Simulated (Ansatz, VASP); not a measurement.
**Two plane-wave programs on Au**

INCAR

```
PREC     = Accurate       # precision mode
ENCUT    = 600            # plane-wave cutoff, eV
EDIFF    = 1E-6           # SCF threshold, eV
ISMEAR   = 0              # smearing method
SIGMA    = 0.1            # smearing width, eV
LREAL    = F              # projectors in reciprocal space
LASPH    = T              # aspherical terms in the spheres
NELM     = 100            # most SCF steps
ALGO     = Normal         # electronic algorithm
ISIF     = 3              # what is computed and relaxed
LWAVE    = F              # write WAVECAR
LCHARG   = F              # write CHGCAR
GGA      = PS             # functional
IBRION   = 2              # ionic algorithm
NSW      = 80             # ionic steps
EDIFFG   = -0.05          # ionic threshold
```

The input KPOINTS:

```
regular mesh
0
Gamma
  10 10 10
```

The input POSCAR:

```
Au
1.0
   -1.4744715401      1.4744715401      1.3876571783
    1.4744715401     -1.4744715401      1.3876571783
    1.4744715401      1.4744715401     -1.3876571783
Au
1
Direct
    0.0000000000      0.0000000000      0.0000000000
```

Input for Ansatz:

```yaml
crystal:
  lattice:
    - [-1.4744715401, 1.4744715401, 1.3876571783]
    - [1.4744715401, -1.4744715401, 1.3876571783]
    - [1.4744715401, 1.4744715401, -1.3876571783]
  atoms:
    - { symbol: Au, position: [0.0, 0.0, 0.0] }
basis:
  ecutwfc: 420
kpoints:
  mp_grid: { grid: [10, 10, 10] }
hamiltonian:
  xc: pbesol
scf:
  occupations: { method: gaussian, width: 0.1 }
output:
  forces: true
  stress: true
  eigenvalues: true
relax:
  adjacent_minimum: "off"
  f_tol: 0.05
  max_steps: 60
  cell: { stress_tol: 0.5 }
```

Alike in both runs: task relaxation of cell and atoms; functional PBEsol; k mesh 10 × 10 × 10; occupations gaussian, width 0.1 eV; no spin polarisation.

|  | VASP | Ansatz |
| --- | --- | --- |
| version | VASP 6.6.1 | Ansatz 0.2.0 |
| potentials or method | VASP PAW PBE potentials, release 64 (Au), cutoff 600 eV | scalar-relativistic, plane waves, PAW |
| valence electrons in the cell | 11 | 19 |

```tsv
	VASP	Ansatz	Ansatz less VASP
gap on the k mesh at the Fermi level, each at its own relaxed structure (eV)	none	none	-
relaxed volume (Å³/atom)	17.03	17.07	+0.035
relaxed length of the cell vector where the two differ most in proportion (Å)	2.816	2.818	+0.0020
```

VASP's potentials were made for PBE, not for PBEsol. A gap of «none» marks a metal or a gap that the smearing closes. VASP's potentials hold 11 valence electrons a cell and Ansatz's 19, so a difference there can come from the potentials and not from the codes.

Neither program's run includes spin-orbit coupling. Noted on VASP's run: the volume moved by over 15 % at a fixed basis, so the end points are rough.
